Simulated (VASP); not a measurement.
# As (P6/mmm) in VASP: a series of runs

The runs below take As through single point, with r2SCAN.

Program: VASP 6.6.1. These are calculated values, not measurements. Logs are shortened: lines on timing, memory, paths and dates and some standing lists are left out, and cuts for length are marked.

**1. The cell of the first run**

The structure is hexagonal, space group P6/mmm (No. 191). The conventional cell has a = 4.638 Å, b = 4.638 Å, c = 2.685 Å, α = 90.00°, β = 90.00°, γ = 120.00°. Within 3.5 Å of As (site symmetry 6/mmm) lie 14 As at 2.68 to 3.00 Å. Within 3.5 Å of As (site symmetry -6m2) lie 11 As at 2.68 to 3.00 Å.

**2. Single point, r2SCAN (volume scaled by 0.88)**

The input, POSCAR:

```
As
1.0
    4.6384221918      0.0000000000      0.0000000000
   -2.3192110959      4.0169914516      0.0000000000
    0.0000000000      0.0000000000      2.6847614387
As
3
Direct
    0.0000000000      1.0000000000      0.0000000000
    0.3333333333      0.6666666667      0.5000000000
    0.6666666667      0.3333333333      0.5000000000
```

The input, INCAR.step1:

```
SYSTEM = As
PREC = Accurate ; ENCUT = 520
ISMEAR = -1 ; SIGMA = 0.1
LREAL = .FALSE. ; LASPH = .TRUE.
NELM = 80 ; NBANDS = 14
GGA = PE ; ALGO = Normal
EDIFF = 1E-4 ; LWAVE = .TRUE.
LCHARG = .FALSE.
```

The input, INCAR.step2:

```
SYSTEM = As
PREC = Accurate ; ENCUT = 520
EDIFF = 1E-6 ; ISMEAR = -1
SIGMA = 0.1 ; LREAL = .FALSE.
LASPH = .TRUE. ; NELM = 80
ALGO = Normal ; ISIF = 2
LWAVE = .FALSE. ; LCHARG = .TRUE.
METAGGA = R2SCAN ; LMIXTAU = .TRUE.
LELF = .TRUE. ; LVHAR = .TRUE.
NBANDS = 14 ; ISTART = 1
```

The input, KPOINTS:

```
Automatic mesh
0
G
  9 9 13
  0 0 0
```

Potentials or basis: VASP PAW PBE potentials, release 64 (As).

The run is started by

```console
cat potpaw_PBE.64/As/POTCAR > POTCAR
cp INCAR.step1 INCAR
mpirun -np 1 vasp_std > vasp.out
cp INCAR.step2 INCAR
mpirun -np 1 vasp_std > vasp.out
```

OUTCAR:

```text
SYSTEM = As
   PREC = Accurate
   ENCUT = 520
   EDIFF = 1E-6
   ISMEAR = -1
   LREAL = .FALSE.
   LASPH = .TRUE.
   NELM = 80
   ISIF = 2
   METAGGA = R2SCAN
   ISTART = 1

 ion  position               nearest neighbor table
   1  0.000  0.000  0.000-
   2  0.333  0.667  0.500-   3 2.68   3 2.68   3 2.68
   3  0.667  0.333  0.500-   2 2.68   2 2.68   2 2.68

  LATTYP: Found a hexagonal cell.
 ALAT       =     4.6384221918
 C/A-ratio  =     0.5788092001

  Lattice vectors:

 A1 = (   4.6384221918,   0.0000000000,   0.0000000000)
 A2 = (  -2.3192110959,   4.0169914516,   0.0000000000)
 A3 = (   0.0000000000,   0.0000000000,   2.6847614387)

Analysis of symmetry for initial positions (statically):
=====================================================================
 Subroutine PRICEL returns:
 Original cell was already a primitive cell.

 Routine SETGRP: Setting up the symmetry group for a
 hexagonal supercell.

 Subroutine GETGRP returns: Found 24 space group operations
 (whereof 24 operations were pure point group operations)
 out of a pool of 24 trial point group operations.

The static configuration has the point symmetry D_6h.

Analysis of symmetry for dynamics (positions and initial velocities):
=====================================================================
 Subroutine PRICEL returns:
 Original cell was already a primitive cell.

 Routine SETGRP: Setting up the symmetry group for a
 hexagonal supercell.

 Subroutine GETGRP returns: Found 24 space group operations
 (whereof 24 operations were pure point group operations)
 out of a pool of 24 trial point group operations.

The dynamic configuration has the point symmetry D_6h.

 Subroutine INISYM returns: Found 24 space group operations
 (whereof 24 operations are pure point group operations),
 and found     1 'primitive' translations

----------------------------------------------------------------------------------------

                                     Primitive cell

  volume of cell :      50.0238

  direct lattice vectors                    reciprocal lattice vectors
     4.638422192  0.000000000  0.000000000     0.215590552  0.124471263  0.000000000
    -2.319211096  4.016991452  0.000000000     0.000000000  0.248942526  0.000000000
     0.000000000  0.000000000  2.684761439     0.000000000  0.000000000  0.372472573

  length of vectors
     4.638422192  4.638422192  2.684761439     0.248942526  0.248942526  0.372472573

  position of ions in fractional coordinates (direct lattice)
     0.000000000  0.000000000  0.000000000
     0.333333333  0.666666667  0.500000000
     0.666666667  0.333333333  0.500000000

  ion indices of the primitive-cell ions
   primitive index   ion index
                 1           1
                 2           2
                 3           3

----------------------------------------------------------------------------------------

 KPOINTS: Automatic mesh

Automatic generation of k-mesh.
 Grid dimensions read from file:
 generate k-points for:    9    9   13

 Generating k-lattice:

  Cartesian coordinates                     Fractional coordinates (reciprocal lattice)
     0.023954506  0.013830140  0.000000000     0.111111111  0.000000000  0.000000000
     0.000000000  0.027660281  0.000000000     0.000000000  0.111111111  0.000000000
     0.000000000  0.000000000  0.028651736     0.000000000  0.000000000  0.076923077

  Length of vectors
     0.027660281  0.027660281  0.028651736

  Shift w.r.t. Gamma in fractional coordinates (k-lattice)
     0.000000000  0.000000000  0.000000000

 Subroutine IBZKPT returns following result:
 ===========================================

 Found     84 irreducible k-points:

 Following reciprocal coordinates:
            Coordinates               Weight
  0.000000  0.000000  0.000000      1.000000
  0.111111 -0.000000  0.000000      6.000000
  0.222222 -0.000000  0.000000      6.000000
  0.333333  0.000000  0.000000      6.000000
  0.444444 -0.000000  0.000000      6.000000
  0.111111  0.111111  0.000000      6.000000
[... 16 lines left out ...]
  0.333333  0.222222  0.076923     24.000000
  0.333333  0.333333  0.076923      4.000000
 [... further k-points ...]
   k-points           NKPTS =     84   k-points in BZ     NKDIM =     84   number of bands    NBANDS=     14
   number of dos      NEDOS =    301   number of ions     NIONS =      3
   total plane-waves  NPLWV =  25920
   dimension x,y,z NGX =    36 NGY =   36 NGZ =   20
   dimension x,y,z NGXF=    72 NGYF=   72 NGZF=   40
   ions per type =               3
   NGX,Y,Z   is equivalent  to a cutoff of  12.90, 12.90, 12.38 a.u.
   NGXF,Y,Z  is equivalent  to a cutoff of  25.81, 25.81, 24.77 a.u.
 SYSTEM =  As
   PREC   = accura    normal or accurate (medium, high low for compatibility)
   ISTART =      1    job   : 0-new  1-cont  2-samecut
   ICHARG =      0    charge: 1-file 2-atom 10-const
   ISPIN  =      1    spin polarized calculation?
   LNONCOLLINEAR =      F non collinear calculations
   LSORBIT =      F    spin-orbit coupling
   LASPH  =      T    aspherical Exc in radial PAW
   ENCUT  =  520.0 eV  38.22 Ry    6.18 a.u.   8.62  8.62  4.99*2*pi/ulx,y,z
   NELM   =     80;   NELMIN=  2; NELMDL=  0     # of ELM steps
   EDIFF  = 0.1E-05   stopping-criterion for ELM
   LREAL  =      F    real-space projection
   EDIFFG = 0.1E-04   stopping-criterion for IOM
   NSW    =      0    number of steps for IOM
   IBRION =     -1    ionic relax: 0-MD 1-quasi-New 2-CG
   NFREE  =      0    steps in history (QN), initial steepest desc. (CG)
   ISIF   =      2    stress and relaxation
   ISYM   =      2    0-nonsym 1-usesym 2-fastsym
   POTIM  = 0.5000    time-step for ionic-motion
   TEBEG  =    0.0;   TEEND  =   0.0 temperature during run
   PSTRESS=    0.0 pullay stress
   NELECT =      15.0000    total number of electrons
   NUPDOWN=      -1.0000    fix difference up-down
   EMIN   =  10.00;   EMAX   =-10.00  energy-range for DOS
   EFERMI =   0.00;   METHOD = LEGACY
   ISMEAR =    -1;   SIGMA  =   0.10  broadening in eV -4-tet -1-fermi 0-gaus
   EFERMI_NEDOS =   21; number of points for ismear=-14 and -15
   IALGO  =     38    algorithm
   IMIX   =      4    mixing-type and parameters
     AMIX     =   0.40;   BMIX     =  1.00
     AMIX_MAG =   1.60;   BMIX_MAG =  1.00
  volume/ion in A,a.u.               =      16.67       112.53
  Fermi-wavevector in a.u.,A,eV,Ry     =   1.095754  2.070674 16.336192  1.200676
  Thomas-Fermi vector in A             =   2.232083
   LORBIT       =      0    0 simple, 1 ext, 2 COOP (PROOUT), +10 PAW based schemes
   METAGGA = R2SCAN    functional components
   LHFCALC =     F    Hartree Fock is set to
   AEXX    =    0.0000 exact exchange contribution
   IVDW    =     0    specifies the selected vdW correction
   LEPSILON=     F    determine dielectric tensor
   LRPA    =     F    only Hartree local field effects (RPA)
 non-spin polarized calculation
  energy-cutoff  :      520.00
  volume of cell :       50.02
 maximum number of plane-waves:      1372
 NGX is ok and might be reduce to    36
   NGX = 17   NGY = 17   NGZ =  9

 number of electron      15.0000003 magnetization

 Free energy of the ion-electron system (eV)
  ---------------------------------------------------
  ext. energy  EPLUGINS =         0.00000000
  ---------------------------------------------------
  free energy    TOTEN  =       -41.98997356 eV

  energy without entropy =      -41.93977652  energy(sigma->0) =      -41.96487504

 E-fermi :   7.9836     XC(G=0): -11.9662

 val. band max:        7.9719148045   @ k =   0.2222   0.1111   0.2308
 cond. band min:       7.9892222896   @ k =   0.3333   0.0000   0.4615
 fundamental gap:      0.0173074851
 Fermi energy:         7.9835948986

 k-point     1 :       0.0000    0.0000    0.0000
  band No.  band energies     occupation
      1      -9.2334      2.00000
      2      -2.3885      2.00000
      3      -2.2399      2.00000
      4       2.2175      2.00000
      5       2.2175      2.00000
      6       2.5117      2.00000
      7       2.5117      2.00000
      8      11.0879      0.00000
      9      14.8993      0.00000
     10      14.8993      0.00000
     11      15.9506      0.00000
     12      16.2630      0.00000
     13      16.3099      0.00000
     14      21.6327      0.00000

 k-point     2 :       0.1111   -0.0000    0.0000
  band No.  band energies     occupation
      1      -9.1170      2.00000
      2      -2.7680      2.00000
      3      -2.5642      2.00000
      4       1.3998      2.00000
      5       1.9535      2.00000
      6       3.5528      2.00000
      7       3.9143      2.00000
      8      11.1989      0.00000
      9      13.9754      0.00000
     10      14.5611      0.00000
     11      16.0766      0.00000
     12      16.0852      0.00000
     13      16.1543      0.00000
     14      21.4996      0.00000

 k-point     3 :       0.2222   -0.0000    0.0000
  band No.  band energies     occupation
      1      -8.7684      2.00000
      2      -3.8884      2.00000
      3      -3.0093      2.00000
      4       0.6822      2.00000
      5       2.6972      2.00000
      6       4.9365      2.00000
      7       6.0163      2.00000
      8      11.5285      0.00000
      9      12.0302      0.00000
     10      13.5273      0.00000
     11      15.4681      0.00000
     12      15.8699      0.00000
     13      16.4047      0.00000
     14      20.6445      0.00000
[... 324 lines left out ...]
 k-point    23 :       0.3333    0.2222    0.0769
  band No.  band energies     occupation
      1      -6.9270      2.00000
      2      -5.9223      2.00000
      3      -4.9745      2.00000
      4       2.2745      2.00000
      5       4.1819      2.00000
      6       6.1584      2.00000
      7      10.0596      0.00000
      8      10.4752      0.00000
      9      11.6376      0.00000
     10      11.9321      0.00000
     11      12.7520      0.00000
     12      13.4205      0.00000
     13      17.0279      0.00000
     14      17.9757      0.00000

 k-point    24 :       0.3333    0.3333    0.0769
  band No.  band energies     occupation
      1      -6.0834      2.00000
      2      -6.0834      2.00000
      3      -5.9350      2.00000
      4       3.8074      2.00000
      5       4.2555      2.00000
      6       4.2555      2.00000
      7      10.8768      0.00000
      8      10.8768      0.00000
      9      11.9364      0.00000
     10      12.4579      0.00000
     11      12.8663      0.00000
     12      12.8663      0.00000
     13      16.9982      0.00000
     14      17.1053      0.00000

 [... further k-points ...]

------------------------ aborting loop because EDIFF is reached ----------------------------------------

  FORCE on cell =-STRESS in cart. coord.  units (eV):
  Direction    XX          YY          ZZ          XY          YZ          ZX
  --------------------------------------------------------------------------------------
  -------------------------------------------------------------------------------------
  Total        3.9532040      3.9532040      5.7492657     -0.0000000     -0.0000000      0.0000000
  in kB      126.6143493    126.6143493    184.1391252     -0.0000000     -0.0000000      0.0000000
  external PRESSURE =     145.7892746 kB  Pullay stress =       0.0000000 kB

 VOLUME and BASIS-vectors are now :
 -----------------------------------------------------------------------------
  energy-cutoff  :      520.00
  volume of cell :       50.02
      direct lattice vectors                 reciprocal lattice vectors
     4.638422192  0.000000000  0.000000000     0.215590552  0.124471263  0.000000000
    -2.319211096  4.016991452  0.000000000     0.000000000  0.248942526  0.000000000
     0.000000000  0.000000000  2.684761439     0.000000000  0.000000000  0.372472573

 POSITION                                       TOTAL-FORCE (eV/Angst)
 -----------------------------------------------------------------------------------
      0.00000      0.00000      0.00000         0.000000      0.000000      0.000000
     -0.00000      2.67799      1.34238         0.000000      0.000000     -0.000000
      2.31921      1.33900      1.34238        -0.000000     -0.000000      0.000000
 -----------------------------------------------------------------------------------
    total drift:                                0.000000      0.000000     -0.000000

  FREE ENERGIE OF THE ION-ELECTRON SYSTEM (eV)
  ---------------------------------------------------
  free  energy   TOTEN  =       -41.9899735629 eV

  energy  without entropy=      -41.9397765227  energy(sigma->0) =      -41.96487504
```

Wall time 1.8 min (1 thread of Intel Xeon Platinum 8488C (Sapphire Rapids), shared host); peak memory 0.19 GiB.

Results:

| Property | Result |
| --- | --- |
| Free energy | -41.9900 eV |
| Pressure | 14.6 GPa |

Caveat: the cell differs from its parent crystal (volume scaled by 0.88); the PAW data sets were made with another functional, which shifts forces and pressure a little.

**3. Single point, r2SCAN (volume scaled by 0.92)**

The input, POSCAR:

```
As
1.0
    4.7076625819      0.0000000000      0.0000000000
   -2.3538312910      4.0769553884      0.0000000000
    0.0000000000      0.0000000000      2.7248384135
As
3
Direct
    0.0000000000      1.0000000000      0.0000000000
    0.3333333333      0.6666666667      0.5000000000
    0.6666666667      0.3333333333      0.5000000000
```

The input, INCAR.step1:

```
ALGO     = Normal         # electronic algorithm
EDIFF    = 1E-4           # SCF threshold, eV
ENCUT    = 520            # plane-wave cutoff, eV
GGA      = PE             # functional
ISMEAR   = -1             # smearing method
LASPH    = True           # aspherical terms in the spheres
LCHARG   = False          # write CHGCAR
LREAL    = False          # projectors in reciprocal space
LWAVE    = True           # write WAVECAR
NBANDS   = 14             # bands
NELM     = 100            # most SCF steps
PREC     = Accurate       # precision mode
SIGMA    = 0.1            # smearing width, eV
```

The input, INCAR.step2:

```
ALGO     = Normal         # electronic algorithm
EDIFF    = 1E-6           # SCF threshold, eV
ENCUT    = 520            # plane-wave cutoff, eV
ISIF     = 2              # what is computed and relaxed
ISMEAR   = -1             # smearing method
ISTART   = 1            
LASPH    = True           # aspherical terms in the spheres
LCHARG   = True           # write CHGCAR
LELF     = True           # ELF
LMIXTAU  = True         
LREAL    = False          # projectors in reciprocal space
LVHAR    = True         
LWAVE    = False          # write WAVECAR
METAGGA  = R2SCAN         # meta-GGA
NBANDS   = 14             # bands
NELM     = 100            # most SCF steps
PREC     = Accurate       # precision mode
SIGMA    = 0.1            # smearing width, eV
```

The input, KPOINTS:

```
k-points
0
Gamma
  9 9 13
```

Potentials or basis: VASP PAW PBE potentials, release 64 (As).

The run is started by

```console
cat potpaw_PBE.64/As/POTCAR > POTCAR
cp INCAR.step1 INCAR
mpirun -np 1 vasp_std > vasp.out
cp INCAR.step2 INCAR
mpirun -np 1 vasp_std > vasp.out
```

Run time: 1.9 min. Hardware: 1 thread of Intel Xeon Platinum 8488C (Sapphire Rapids), shared host; peak memory 0.19 GiB.

Results (log left out):

```yaml
Free_energy: -42.1544 eV
Pressure: 8.8 GPa
```

Stress tensor (GPa, compression positive):
```
 7.30  0.00  0.00
 0.00  7.30  0.00
 0.00  0.00 11.76
```

Levels at points of the mesh, in eV from the Fermi level:
| k point | band 4 | band 5 | band 6 | band 7 | band 8 | band 9 | band 10 | band 11 | band 12 | band 13 |
| --- | --- | --- | --- | --- | --- | --- | --- | --- | --- | --- |
| (0.00, 0.00, 0.00) | -5.46 | -5.46 | -5.16 | -5.16 | 3.00 | 6.53 | 6.53 | 7.83 | 7.86 | 7.92 |

Caveat: the cell differs from its parent crystal (volume scaled by 0.92); the PAW data sets were made with another functional, which shifts forces and pressure a little.

**4. Single point, r2SCAN (volume scaled by 0.96)**

The input, POSCAR:

```
As
1.0
    4.7749239919      0.0000000000      0.0000000000
   -2.3874619959      4.1352054781      0.0000000000
    0.0000000000      0.0000000000      2.7637699364
As
3
Direct
    0.0000000000      1.0000000000      0.0000000000
    0.3333333333      0.6666666667      0.5000000000
    0.6666666667      0.3333333333      0.5000000000
```

The input, INCAR.step1:

```
PREC = Accurate
ENCUT = 520
ISMEAR = -1
SIGMA = 0.1
LREAL = False
LASPH = True
NELM = 100
NBANDS = 14
GGA = PE
ALGO = Normal
EDIFF = 1E-4
LWAVE = True
LCHARG = False
```

The input, INCAR.step2:

```
PREC = Accurate
ENCUT = 520
EDIFF = 1E-6
ISMEAR = -1
SIGMA = 0.1
LREAL = False
LASPH = True
NELM = 100
ALGO = Normal
ISIF = 2
LWAVE = False
LCHARG = False
METAGGA = R2SCAN
LMIXTAU = True
NBANDS = 14
ISTART = 1
```

The input, KPOINTS:

```
regular mesh
0
Gamma
  9 9 13
```

The run is started by

```console
cat potpaw_PBE.64/As/POTCAR > POTCAR
cp INCAR.step1 INCAR
mpirun -np 1 vasp_std > vasp.out
cp INCAR.step2 INCAR
mpirun -np 1 vasp_std > vasp.out
```

Wall time 2 min (1 thread of Intel Xeon Platinum 8488C (Sapphire Rapids), shared host); peak memory 0.21 GiB.

It converged, with:

```
Free energy : -42.2448 eV
Pressure    : 4.1 GPa
```

Stress tensor (GPa, compression positive):
```
3.06 0.00 0.00
0.00 3.06 0.00
0.00 0.00 6.22
```

Levels at points of the mesh, in eV from the Fermi level:
```csv
k point,band 4,band 5,band 6,band 7,band 8,band 9,band 10,band 11,band 12,band 13
"(0.00, 0.00, 0.00)",-5.17,-5.17,-4.87,-4.87,2.90,6.18,6.18,7.41,7.44,7.89
```

Caveat: the cell differs from its parent crystal (volume scaled by 0.96); the PAW data sets were made with another functional, which shifts forces and pressure a little.

**5. Single point, r2SCAN**

This run uses another cell than the first one, of 18.95 Å³/atom, 1.136 times its volume.

The input, POSCAR:

```
As
1.0
    4.8403420387      0.0000000000      0.0000000000
   -2.4201710194      4.1918591685      0.0000000000
    0.0000000000      0.0000000000      2.8016345037
As
3
Direct
    0.0000000000      1.0000000000      0.0000000000
    0.3333333333      0.6666666667      0.5000000000
    0.6666666667      0.3333333333      0.5000000000
```

The input, INCAR.step1:

```
PREC = Accurate
ENCUT = 520
ISMEAR = -1
SIGMA = 0.1
LREAL = F
LASPH = T
NELM = 80
NBANDS = 14
GGA = PE
ALGO = Normal
EDIFF = 1E-4
LWAVE = T
LCHARG = F
```

The input, INCAR.step2:

```
PREC = Accurate
ENCUT = 520
EDIFF = 1E-7
ISMEAR = -1
SIGMA = 0.1
LREAL = F
LASPH = T
NELM = 80
ALGO = Normal
ISIF = 2
LWAVE = F
LCHARG = F
METAGGA = R2SCAN
LMIXTAU = T
NBANDS = 14
ISTART = 1
```

The input, KPOINTS:

```
Automatic mesh
0
Gamma
  9 9 13
```

The run is started by

```console
cat potpaw_PBE.64/As/POTCAR > POTCAR
cp INCAR.step1 INCAR
mpirun -np 1 vasp_std > vasp.out
cp INCAR.step2 INCAR
mpirun -np 1 vasp_std > vasp.out
```

It took 2.4 min on 1 thread of Intel Xeon Platinum 8488C (Sapphire Rapids), shared host; peak memory 0.2 GiB.

It converged, with:

* Free energy: -42.2756 eV
* Pressure: 0.3 GPa

Stress tensor (GPa, compression positive):
```
-0.29  0.00  0.00
 0.00 -0.29  0.00
 0.00  0.00  1.62
```

Levels at points of the mesh, in eV from the Fermi level:
| k point | band 5 | band 6 | band 7 | band 8 | band 9 | band 10 | band 11 | band 12 |
| --- | --- | --- | --- | --- | --- | --- | --- | --- |
| (0.00, 0.00, 0.00) | -4.91 | -4.61 | -4.61 | 2.80 | 5.85 | 5.85 | 7.03 | 7.05 |

Caveat: the PAW data sets were made with another functional, which shifts forces and pressure a little.

**6. Summary**

| cell | gap on the mesh (eV) | pressure (GPa) |
| --- | --- | --- |
| a = 4.638, b = 4.638, c = 2.685 Å, angles 90.0, 90.0, 120.0°, 3 atoms | none | 14.6 |
| a = 4.708, b = 4.708, c = 2.725 Å, angles 90.0, 90.0, 120.0°, 3 atoms | none | 8.8 |
| a = 4.775, b = 4.775, c = 2.764 Å, angles 90.0, 90.0, 120.0°, 3 atoms | none | 4.1 |
| a = 4.840, b = 4.840, c = 2.802 Å, angles 90.0, 90.0, 120.0°, 3 atoms | none | 0.3 |

Alike in all rows: task single point; level r2SCAN; potentials or basis VASP PAW PBE potentials, release 64 (As); no spin polarisation; k mesh 9 × 9 × 13; cutoff (eV) 520; smearing fermi-dirac 0.1 eV.

Caveats: the PAW data sets were made with another functional, which shifts forces and pressure a little.

Total energies depend on the potentials used, so only differences within one code and one set of settings carry meaning.
